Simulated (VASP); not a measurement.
# Ti3N3O in VASP: single point with PBE

Aim: the single point of Ti3N3O with PBE.

All numbers are computed with VASP 6.6.1; they aren't measurements. Logs are shortened: lines on timing, memory, paths and dates and some standing lists are left out, and cuts for length are marked.

## (1) The cell of the first run

The cell holds a slab with vacuum, 7 atoms: a = 3.003 Å, b = 3.003 Å, c = 19.758 Å, α = 90.00°, β = 90.00°, γ = 90.00°.

## (2) Single point, PBE

INCAR

```
SYSTEM = Ti3N3O
ALGO = Normal ; DIPOL = 0.5 0.5 0.339
EDIFF = 1E-6 ; ENCUT = 520
GGA = PE ; IDIPOL = 3
ISIF = 2 ; ISMEAR = 0
LASPH = .TRUE. ; LCHARG = .FALSE.
LDIPOL = .TRUE. ; LREAL = .FALSE.
LWAVE = .FALSE. ; NBANDS = 38
NELM = 100 ; PREC = Accurate
SIGMA = 0.1
```

KPOINTS

```
k-points
0
G
  9 9 1
  0 0 0
```

POSCAR

```
Ti3N3O
1.0
    3.0028555065      0.0000000000      0.0000000000
    0.0000000000      3.0028555065      0.0000000000
    0.0000000000      0.0000000000     19.7584945265
Ti N O
3 3 1
Direct
    0.5000000000      0.5000000000      0.2024445736
    0.0000000000      0.0000000000      0.3072496201
    0.5000000000      0.5000000000      0.4466880058
    0.0000000000      0.0000000000      0.2024445736
    0.5000000000      0.5000000000      0.3055678856
    0.0000000000      0.0000000000      0.4045904334
    0.0000000000      0.5000000000      0.5039854667
```

Potentials or basis: VASP PAW PBE potentials, release 64 (Ti_sv, N, O).

The run is started by

```console
$ cat potpaw_PBE.64/Ti_sv/POTCAR potpaw_PBE.64/N/POTCAR potpaw_PBE.64/O/POTCAR > POTCAR
$ mpirun -np 1 vasp_std > vasp.out
```

OUTCAR:

```text
SYSTEM = Ti3N3O
   EDIFF = 1E-6
   ENCUT = 520
   GGA = PE
   ISIF = 2
   ISMEAR = 0
   LASPH = .TRUE.
   LREAL = .FALSE.
   NELM = 100
   PREC = Accurate

 ion  position               nearest neighbor table
   1  0.500  0.500  0.202-   5 2.04   4 2.12   4 2.12   4 2.12   4 2.12
   2  0.000  0.000  0.307-   6 1.92   4 2.07   5 2.12   5 2.12   5 2.12   5 2.12
   3  0.500  0.500  0.447-   7 1.88   7 1.88   6 2.28   6 2.28   6 2.28   6 2.28
   4  0.000  0.000  0.202-   2 2.07   1 2.12   1 2.12   1 2.12   1 2.12
   5  0.500  0.500  0.306-   1 2.04   2 2.12   2 2.12   2 2.12   2 2.12
   6  0.000  0.000  0.405-   2 1.92   3 2.28   3 2.28   3 2.28   3 2.28
   7  0.000  0.500  0.504-   3 1.88   3 1.88

  LATTYP: Found a simple tetragonal cell.
 ALAT       =     3.0028555065
 C/A-ratio  =     6.5799018580

  Lattice vectors:

 A1 = (   3.0028555065,   0.0000000000,   0.0000000000)
 A2 = (   0.0000000000,   3.0028555065,   0.0000000000)
 A3 = (   0.0000000000,   0.0000000000,  19.7584945265)

Analysis of symmetry for initial positions (statically):
=====================================================================
 Subroutine PRICEL returns:
 Original cell was already a primitive cell.

 Routine SETGRP: Setting up the symmetry group for a
 simple tetragonal supercell.

 Subroutine GETGRP returns: Found  4 space group operations
 (whereof  4 operations were pure point group operations)
 out of a pool of 16 trial point group operations.

The static configuration has the point symmetry C_2v.

Analysis of symmetry for dynamics (positions and initial velocities):
=====================================================================
 Subroutine PRICEL returns:
 Original cell was already a primitive cell.

 Routine SETGRP: Setting up the symmetry group for a
 simple tetragonal supercell.

 Subroutine GETGRP returns: Found  4 space group operations
 (whereof  4 operations were pure point group operations)
 out of a pool of 16 trial point group operations.

The dynamic configuration has the point symmetry C_2v.

 Subroutine INISYM returns: Found  4 space group operations
 (whereof  4 operations are pure point group operations),
 and found     1 'primitive' translations

----------------------------------------------------------------------------------------

                                     Primitive cell
[... 110 lines left out ...]
   PSTRESS=    0.0 pullay stress
   NELECT =      57.0000    total number of electrons
   NUPDOWN=      -1.0000    fix difference up-down
   EMIN   =  10.00;   EMAX   =-10.00  energy-range for DOS
   EFERMI =   0.00;   METHOD = LEGACY
   ISMEAR =     0;   SIGMA  =   0.10  broadening in eV -4-tet -1-fermi 0-gaus
   EFERMI_NEDOS =   21; number of points for ismear=-14 and -15
   IALGO  =     38    algorithm
   IMIX   =      4    mixing-type and parameters
     AMIX     =   0.40;   BMIX     =  1.00
     AMIX_MAG =   1.60;   BMIX_MAG =  1.00
  volume/ion in A,a.u.               =      25.45       171.76
  Fermi-wavevector in a.u.,A,eV,Ry     =   1.119676  2.115880 17.057262  1.253673
  Thomas-Fermi vector in A             =   2.256316
   LORBIT       =      0    0 simple, 1 ext, 2 COOP (PROOUT), +10 PAW based schemes
   GGA     = PE    functional components
   LHFCALC =     F    Hartree Fock is set to
   AEXX    =    0.0000 exact exchange contribution
   IVDW    =     0    specifies the selected vdW correction
   LEPSILON=     F    determine dielectric tensor
   LRPA    =     F    only Hartree local field effects (RPA)
 non-spin polarized calculation
 Gauss-broadening in eV      SIGMA  =   0.10
  energy-cutoff  :      520.00
  volume of cell :      178.17
 maximum number of plane-waves:      4826
 NGX is ok and might be reduce to    24
   NGX = 11   NGY = 11   NGZ = 73

 dipolmoment           0.000000      0.000000     -0.015558 electrons x Angstroem

 number of electron      56.9999994 magnetization

 dipolmoment           0.000000      0.000000      0.243516 electrons x Angstroem

 Free energy of the ion-electron system (eV)
  ---------------------------------------------------
  ext. energy  EPLUGINS =         0.00000000
  ---------------------------------------------------
  free energy    TOTEN  =       -63.89728969 eV

  energy without entropy =      -63.88974750  energy(sigma->0) =      -63.89351859

 E-fermi :   0.4456     XC(G=0):  -5.6309

 val. band max:        0.3030163289   @ k =   0.3333   0.3333   0.0000
 cond. band min:       0.5091633872   @ k =   0.4444   0.2222   0.0000
 fundamental gap:      0.2061470584
 Fermi energy:         0.4455985816

 k-point     1 :       0.0000    0.0000    0.0000
  band No.  band energies     occupation
      1     -57.3980      2.00000
      2     -56.9801      2.00000
      3     -56.9704      2.00000
      4     -33.7998      2.00000
      5     -33.5045      2.00000
      6     -33.4942      2.00000
[... 973 lines left out ...]
     37       3.2004      0.00000
     38       3.9064      0.00000

 [... further k-points ...]

------------------------ aborting loop because EDIFF is reached ----------------------------------------

 vacuum level on the upper side and lower side of the slab       (xc-potential included)         2.295        -2.443

  FORCE on cell =-STRESS in cart. coord.  units (eV):
  Direction    XX          YY          ZZ          XY          YZ          ZX
  --------------------------------------------------------------------------------------
  -------------------------------------------------------------------------------------
  Total      -11.4393797     -1.3320898      2.0314995      0.0000000      0.0000000      0.0000000
  in kB     -102.8703783    -11.9790216     18.2685715      0.0000000      0.0000000      0.0000000
  external PRESSURE =     -32.1936095 kB  Pullay stress =       0.0000000 kB

 VOLUME and BASIS-vectors are now :
 -----------------------------------------------------------------------------
  energy-cutoff  :      520.00
  volume of cell :      178.17
      direct lattice vectors                 reciprocal lattice vectors
     3.002855506  0.000000000  0.000000000     0.333016357  0.000000000  0.000000000
     0.000000000  3.002855506  0.000000000     0.000000000  0.333016357  0.000000000
     0.000000000  0.000000000 19.758494527     0.000000000  0.000000000  0.050611143

 POSITION                                       TOTAL-FORCE (eV/Angst)
 -----------------------------------------------------------------------------------
      1.50143      1.50143      4.00000         0.000000      0.000000      0.899241
      0.00000      0.00000      6.07079         0.000000      0.000000      2.194135
      1.50143      1.50143      8.82588         0.000000      0.000000     -0.100281
      0.00000      0.00000      4.00000         0.000000      0.000000     -1.788524
      1.50143      1.50143      6.03756         0.000000      0.000000     -1.335694
      0.00000      0.00000      7.99410         0.000000      0.000000      0.020461
      0.00000      1.50143      9.95799         0.000000      0.000000      0.110662
 -----------------------------------------------------------------------------------
    total drift:                                0.000000     -0.000000      0.000311

  FREE ENERGIE OF THE ION-ELECTRON SYSTEM (eV)
  ---------------------------------------------------
  free  energy   TOTEN  =       -63.8972896889 eV

  energy  without entropy=      -63.8897474998  energy(sigma->0) =      -63.89351859

 vacuum level on the upper side and lower side of the slab         7.827         2.916
```

OSZICAR:

```text
N       E                     dE             d eps       ncg     rms          rms(c)
DAV:   1     0.773204227040E+03    0.77320E+03   -0.29457E+04  2052   0.152E+03
DAV:   2     0.489772911480E+02   -0.72423E+03   -0.69830E+03  2144   0.474E+02
DAV:   3    -0.739508023105E+02   -0.12293E+03   -0.12119E+03  2868   0.180E+02
[... 24 lines left out ...]
DAV:  28    -0.638972776091E+02   -0.98092E-05   -0.10353E-06  1648   0.761E-03    0.216E-03
DAV:  29    -0.638972838142E+02   -0.62051E-05   -0.28767E-07  1544   0.295E-03    0.240E-03
DAV:  30    -0.638972872617E+02   -0.34475E-05   -0.30387E-07  1702   0.285E-03    0.224E-03
DAV:  31    -0.638972886948E+02   -0.14331E-05   -0.21310E-07  1622   0.346E-03    0.155E-03
DAV:  32    -0.638972896889E+02   -0.99417E-06   -0.25620E-07  1616   0.324E-03
   1 F= -.63897290E+02 E0= -.63893519E+02  d E =-.754219E-02
```

It took 7 min on 1 thread of Intel Xeon 6975P-C, shared host; peak memory 0.36 GiB.

Results:

```yaml
Free_energy: -63.8973 eV
Largest_force: 2.194 eV/Å
```

Forces on the atoms (eV/Å):
```
Ti   0.000  0.000  0.899
Ti   0.000  0.000  2.194
Ti   0.000  0.000 -0.100
N    0.000  0.000 -1.789
N    0.000  0.000 -1.336
N    0.000  0.000  0.020
O    0.000  0.000  0.111
```

Caveat: an odd number of electrons without spin polarisation forces a metal; a magnetic or distorted state may lie lower.
